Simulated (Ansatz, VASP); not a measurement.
**MgS in VASP and in Ansatz**

POSCAR

```
MgS
1.0
    0.0000000000      2.6015179373      2.6015179373
    2.6015179373      0.0000000000      2.6015179373
    2.6015179373      2.6015179373      0.0000000000
Mg S
1 1
Direct
    0.0000000000      0.0000000000      0.0000000000
    0.5000000000      0.5000000000      0.5000000000
```

INCAR.step1

```
SYSTEM = MgS
PREC = Accurate
ENCUT = 660
ISMEAR = 1
SIGMA = 0.001
LREAL = .FALSE.
LASPH = .TRUE.
NELM = 120
NBANDS = 11
GGA = PE
ALGO = Normal
EDIFF = 1E-5
LWAVE = .TRUE.
LCHARG = .FALSE.
GGA_COMPAT = .FALSE.
```

File INCAR.step2:

```
SYSTEM = MgS
PREC = Accurate
ENCUT = 660
EDIFF = 1E-6
ISMEAR = 1
SIGMA = 0.001
LREAL = .FALSE.
LASPH = .TRUE.
NELM = 120
ALGO = Normal
ISIF = 2
LWAVE = .FALSE.
LCHARG = .TRUE.
METAGGA = R2SCAN
LMIXTAU = .TRUE.
LELF = .TRUE.
LVHAR = .TRUE.
NBANDS = 11
ISTART = 1
GGA_COMPAT = .FALSE.
```

The input KPOINTS:

```
Automatic mesh
0
G
  6 6 6
  0 0 0
```

Input for Ansatz:

```yaml
crystal:
  lattice:
    - [0.0, 2.6015179373, 2.6015179373]
    - [2.6015179373, 0.0, 2.6015179373]
    - [2.6015179373, 2.6015179373, 0.0]
  atoms:
    - { symbol: Mg, position: [0.0, 0.0, 0.0] }
    - { symbol: S, position: [0.5, 0.5, 0.5] }
kpoints:
  mp_grid: { grid: [6, 6, 6] }
hamiltonian:
  xc: r2scan
scf:
  occupations: { method: cold, width: 0.001 }
  n_extra_bands: 4
output:
  forces: true
  stress: true
  eigenvalues: true
```

Alike in both runs: task single point; functional r2SCAN; k mesh 6 × 6 × 6; no spin polarisation.

```csv
,VASP,Ansatz
version,VASP 6.6.1,Ansatz 0.2.0
potentials or method,"VASP PAW PBE potentials, release 64 (Mg, S)",plane waves
plane-wave cutoff (eV),660,500
occupations,"methfessel-paxton of order 1, width 0.001 eV","cold, width 0.001 eV"
valence electrons in the cell,8,16
```

```csv
,VASP,Ansatz,Ansatz less VASP
gap on the k mesh at the Fermi level (eV),3.43,3.46,+0.029
pressure (GPa),-0.4,0.0,+0.45
```

VASP's potentials were made for PBE, not for r2SCAN. VASP's potentials hold 8 valence electrons a cell and Ansatz's 16, so a difference there can come from the potentials and not from the codes.
